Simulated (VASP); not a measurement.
PtS2:

```
Pt S
1.0
     3.75800    0.00000    0.00000
    -1.87900    3.25452    0.00000
     0.00000    0.00000    6.82615
Pt S
1 2
Cartesian
  0.0000 0.0000 0.0000
  0.0000 2.1697 1.2898
  1.8790 1.0848 5.5363
```

| Quantity | Value |
| --- | --- |
| Program | VASP 6.6.1 |
| Task | relaxation of the atoms |
| Functional | PBE |
| Potentials or basis | VASP PAW PBE potentials, release 64 (Pt, S) |
| Cutoff | 520 eV |
| k mesh | 12 × 12 × 6 |
| Occupations | gaussian, width 0.05 eV |
| Spin | no spin polarisation |

At the start: pressure -10.7 GPa; volume 27.83 Å³/atom.

**Question.** How do energy, volume and symmetry change on relaxing?

**Answer.** Over 5 steps the energy falls by 86.2 meV/atom at a fixed cell; space group P-3m1 (No. 164, to 0.1 Å) before and after.

Step by step:
```csv
step,energy change (eV),largest force (eV/Å),pressure (GPa)
1,0.0000,1.5359,-10.68
2,-0.1798,0.8770,-8.25
3,-0.2585,0.0169,-4.92
4,-0.2585,0.0171,-4.76
5,-0.2585,0.0061,-4.82
```

Final structure:
```yaml
crystal:
  lattice:
    - [3.75800, 0.00000, 0.00000]
    - [-1.87900, 3.25452, 0.00000]
    - [0.00000, 0.00000, 6.82615]
  atoms:
    - { symbol: Pt, position: [0.00000, 0.00000, 0.00000] }
    - { symbol: S, position: [0.33333, 0.66667, 0.16507] }
    - { symbol: S, position: [0.66667, 0.33333, 0.83493] }
```

Caveat: this functional lacks dispersion, which binds layers or chains, so the pressure and a relaxed spacing across them are unreliable.
